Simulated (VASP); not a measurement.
# Al12N11 (a cell with a defect): single point with PBE

System: Al12N11 (a cell with a defect).

```
CELL_PARAMETERS angstrom
0.00000 -5.74052 0.00000
4.97144 2.87026 0.00000
0.00000 0.00000 8.37377
ATOMIC_POSITIONS crystal
Al 0.39427 0.33333 0.39175
Al 0.33991 0.33333 0.85859
Al 0.69136 0.02488 0.36335
Al 0.65421 0.98685 0.87986
Al 0.99981 0.64179 0.36335
Al 0.00069 0.67982 0.87986
Al 0.64197 0.64179 0.13665
Al 0.67913 0.67982 0.62014
Al 0.93906 0.33333 0.10825
Al 0.99342 0.33333 0.64141
Al 0.33352 0.02488 0.13665
Al 0.33264 0.98685 0.62014
N 0.32645 0.33333 0.61694
N 0.63789 0.97366 0.11801
N 0.67551 0.00736 0.63217
N 0.99756 0.69301 0.11801
N 0.00148 0.65930 0.63217
N 0.69544 0.69301 0.38199
N 0.65782 0.65930 0.86783
N 0.16667 0.33333 0.25000
N 0.00688 0.33333 0.88306
N 0.33577 0.97366 0.38199
N 0.33185 0.00736 0.86783
```

```
Program                : VASP 6.6.1
Task                   : single point
Functional             : PBE
Potentials or basis    : VASP PAW PBE potentials, release 64 (Al, N)
Cutoff                 : 520 eV
k mesh                 : 6 × 6 × 2
Occupations            : gaussian, width 0.05 eV
Spin                   : no spin polarisation
Dipole correction      : no
Further INCAR settings : LREAL = Auto; ALGO = Normal; EDIFF = 1e-06; NBANDS = 62
```

| Quantity | Value |
| --- | --- |
| Pressure | 3.5 GPa |
| Largest force | 0.028 eV/Å |
| Band gap on the k mesh | zero (an odd number of electrons rules out a gap without spin polarisation) |

Forces in eV/Å, atoms in the order of the input:
```
Al   0.000  0.000 -0.008
Al   0.000 -0.009 -0.026
Al  -0.003  0.000 -0.009
Al  -0.002  0.004  0.011
Al   0.003  0.000 -0.009
Al   0.002  0.004  0.011
Al   0.003  0.000  0.009
Al   0.002 -0.004 -0.011
Al   0.000  0.000  0.008
Al   0.000  0.009  0.026
Al  -0.003  0.000  0.009
Al  -0.002 -0.004 -0.011
N    0.000  0.005  0.003
N    0.009 -0.009 -0.010
N    0.001  0.002 -0.010
N   -0.009 -0.009 -0.010
N   -0.001  0.002 -0.010
N   -0.009  0.009  0.010
N   -0.001 -0.002  0.010
N    0.000  0.000  0.000
N    0.000 -0.005 -0.003
N    0.009  0.009  0.010
N    0.001 -0.002  0.010
```

Stress tensor (GPa, compression positive):
```
 0.34  0.00  0.00
 0.00  4.47 -3.82
 0.00 -3.82  5.66
```

Levels at points of the mesh, in eV from the Fermi level:
```tsv
k point	band 41	band 42	band 43	band 44	band 45	band 46	band 47	band 48	band 49	band 50
(0.00, 0.00, 0.00)	-3.07	-2.93	-2.70	-2.32	-2.22	0.56	1.22	2.22	2.59	2.64
(0.50, 0.00, 0.00)	-3.54	-3.46	-3.17	-2.50	-1.23	-0.19	1.33	1.63	2.01	2.51
(0.00, 0.50, 0.00)	-3.39	-3.25	-3.16	-2.70	-1.15	0.20	0.37	2.08	2.22	2.74
(0.00, 0.00, 0.50)	-3.74	-3.52	-2.93	-2.39	-1.19	-0.08	1.64	1.85	1.95	2.95
(0.50, 0.00, 0.50)	-3.28	-3.24	-3.07	-2.52	-1.59	-0.20	1.60	1.90	1.95	2.70
(0.00, 0.50, 0.50)	-3.67	-3.55	-2.89	-2.49	-1.38	0.53	0.80	2.09	2.17	2.47
```

Run time: 6.3 min on 1 thread of AMD EPYC 9R45 96-Core Processor (Zen 5), with other jobs on the host, peak memory 0.46 GiB.

Caveat: the k points lie up to 0.38 Å⁻¹ apart, too coarse for converged energies and pressures of a metal.
